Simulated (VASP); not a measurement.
# BaS (Fm-3m) in VASP: a series of runs, part 2 of 2

VASP 6.6.1. Earlier steps stand in the parts before.

## (4) Vibrations by perturbation theory, PBEsol (32.38 Å³/atom)

This run uses another cell than the first one, of 32.38 Å³/atom.

The input, INCAR:

```
PREC = Accurate
ENCUT = 520
EDIFF = 1E-8
ISMEAR = 0
SIGMA = 0.01
LREAL = F
LASPH = T
NELM = 60
ALGO = Normal
ISIF = 2
LWAVE = F
LCHARG = F
GGA = PS
NBANDS = 15
IBRION = 8
NSW = 1
```

The input, KPOINTS:

```
Automatic mesh
0
Gamma
  6 6 6
```

The input, POSCAR:

```
BaS
1.0
    0.0000000000      3.1872652324      3.1872652324
    3.1872652324      0.0000000000      3.1872652324
    3.1872652324      3.1872652324      0.0000000000
Ba S
1 1
Direct
    0.0000000000      0.0000000000      0.0000000000
    0.5000000000      0.5000000000      0.5000000000
```

Potentials or basis: VASP PAW PBE potentials, release 64 (Ba_sv, S).

Command:

```sh
cat potpaw_PBE.64/Ba_sv/POTCAR potpaw_PBE.64/S/POTCAR > POTCAR
mpirun -np 1 vasp_std > vasp.out
```

OUTCAR:

```text
PREC = Accurate
   ENCUT = 520
   EDIFF = 1E-8
   ISMEAR = 0
   LREAL = F
   LASPH = T
   NELM = 60
   ISIF = 2
   GGA = PS
   IBRION = 8
   NSW = 1

 ion  position               nearest neighbor table
   1  0.000  0.000  0.000-   2 3.19   2 3.19   2 3.19   2 3.19   2 3.19   2 3.19
   2  0.500  0.500  0.500-   1 3.19   1 3.19   1 3.19   1 3.19   1 3.19   1 3.19

  LATTYP: Found a face centered cubic cell.
 ALAT       =     6.3745304648

  Lattice vectors:

 A1 = (   0.0000000000,   3.1872652324,   3.1872652324)
 A2 = (   3.1872652324,   0.0000000000,   3.1872652324)
 A3 = (   3.1872652324,   3.1872652324,   0.0000000000)

Analysis of symmetry for initial positions (statically):
=====================================================================
 Subroutine PRICEL returns:
 Original cell was already a primitive cell.

 Routine SETGRP: Setting up the symmetry group for a
 face centered cubic supercell.

[... 505 lines left out ...]

 INTERNAL STRAIN TENSOR  FOR ION    2  DIRECTION 1   (eV/Angst):
 -----------------------------------------------------------------------------
    -0.01659 -0.00000  0.00000
    -0.00000  0.00331 -0.00000
     0.00000 -0.00000  0.00331

 INTERNAL STRAIN TENSOR FOR ION    2 for displacements in x,y,z  (eV/Angst):
          X           Y           Z          XY          YZ          ZX
  --------------------------------------------------------------------------------
  x     0.00000     0.00000     0.00000     0.00000     0.00000     0.00000
  y     0.00000     0.00000     0.00000     0.00000     0.00000     0.00000
  z     0.00000     0.00000     0.00000     0.00000     0.00000     0.00000

 SECOND DERIVATIVES (NOT SYMMETRIZED)
 ------------------------------------
               1X          1Y          1Z          2X          2Y          2Z
  1X    -2.006602    0.000000    0.000000    2.006602    0.000000    0.000000
  1Y     0.000000   -2.006602    0.000000    0.000000    2.006602    0.000000
  1Z     0.000000    0.000000   -2.006602    0.000000    0.000000    2.006602
  2X     2.005315    0.000000    0.000000   -2.005315    0.000000    0.000000
  2Y     0.000000    2.005315    0.000000    0.000000   -2.005315    0.000000
  2Z     0.000000    0.000000    2.005315    0.000000    0.000000   -2.005315

 Eigenvectors and eigenvalues of the dynamical matrix
 ----------------------------------------------------

   1 f  =    4.342259 THz    27.283221 2PiTHz  144.842185 cm-1    17.958134 meV
             X         Y         Z           dx          dy          dz
      0.000000  0.000000  0.000000     0.000000    0.000000   -0.435199
      3.187265  3.187265  3.187265     0.000000    0.000000    0.900334
[... 21 lines left out ...]
   6 f/i=    0.000546 THz     0.003429 2PiTHz    0.018202 cm-1     0.002257 meV
             X         Y         Z           dx          dy          dz
      0.000000  0.000000  0.000000    -0.701960    0.560822    0.057731
      3.187265  3.187265  3.187265    -0.339310    0.271087    0.027906

--------------------------------------------------------------------------------------------------------

 ELASTIC MODULI CONTR FROM IONIC RELAXATION (kBar)
 Direction    XX          YY          ZZ          XY          YZ          ZX
 --------------------------------------------------------------------------------
 XX           0.0000      0.0000      0.0000      0.0000      0.0000      0.0000
 YY           0.0000      0.0000      0.0000      0.0000      0.0000      0.0000
 ZZ           0.0000      0.0000      0.0000      0.0000      0.0000      0.0000
 XY           0.0000      0.0000      0.0000      0.0000      0.0000      0.0000
 YZ           0.0000      0.0000      0.0000      0.0000      0.0000      0.0000
 ZX           0.0000      0.0000      0.0000      0.0000      0.0000      0.0000
 --------------------------------------------------------------------------------
```

OSZICAR:

```text
N       E                     dE             d eps       ncg     rms          rms(c)
DAV:   1     0.795627111527E+02    0.79563E+02   -0.66743E+03   480   0.912E+02
DAV:   2    -0.664273089764E+01   -0.86205E+02   -0.79184E+02   658   0.171E+02
DAV:   3    -0.110777013027E+02   -0.44350E+01   -0.44066E+01   674   0.395E+01
DAV:   4    -0.111491686878E+02   -0.71467E-01   -0.71445E-01   604   0.505E+00
[... 44 lines left out ...]
RMM:  10    -0.111475300529E+00   -0.37695E-06    0.21169E-06  1817   0.835E-05    0.386E-05
RMM:  11    -0.111475207148E+00    0.93380E-07    0.71441E-07  1761   0.316E-05    0.555E-06
RMM:  12    -0.111475251414E+00   -0.44266E-07   -0.19915E-07  1808   0.883E-06    0.138E-06
RMM:  13    -0.111475233507E+00    0.17907E-07    0.91851E-08  1656   0.383E-06    0.786E-07
RMM:  14    -0.111475227163E+00    0.63441E-08   -0.28133E-08  1275   0.150E-06    0.484E-07
 Linear response finished
```

stdout:

```text
POSCAR found type information on POSCAR BaS
 POSCAR found :  2 types and       2 ions
 scaLAPACK will be used
 -----------------------------------------------------------------------------
|                                                                             |
|                                                                             |
|     You enforced a specific xc type in the INCAR file but a different       |
|     I HOPE YOU KNOW WHAT YOU ARE DOING!                                     |
|                                                                             |
 -----------------------------------------------------------------------------

 LDA part: xc-table for (Slater+PW92), standard interpolation
 POSCAR, INCAR and KPOINTS ok, starting setup
 FFT: planning ... GRIDC
 FFT: planning ... GRID_SOFT
 FFT: planning ... GRID
 WAVECAR not read
 entering main loop
 Linear response reoptimize wavefunctions to high precision
 Linear response DOF=           2
 Linear response progress:
 first order change of Fermi-energy  -0.61335E-04
 force on displaced ion       1 direction 1 :  -2.007   0.000   0.000
 Linear response progress:
 first order change of Fermi-energy   0.35684E-04
 force on displaced ion       2 direction 1 :  -2.005   0.000   0.000
 Linear response finished
```

It took 4.2 min on 1 thread of Intel Xeon 8259CL, shared host; peak memory 0.28 GiB.

Results:

- Highest phonon frequency at Γ, LO-TO splitting left out: 145 cm⁻¹

Phonon frequencies in cm⁻¹ (negative: imaginary):
```
              q point        frequencies
(0.000, 0.000, 0.000)  0 0 0 145 145 145
```

Caveat: the PAW data sets were made with another functional, which shifts forces and pressure a little; spin-orbit coupling is left out, which moves the levels of the heavy elements.
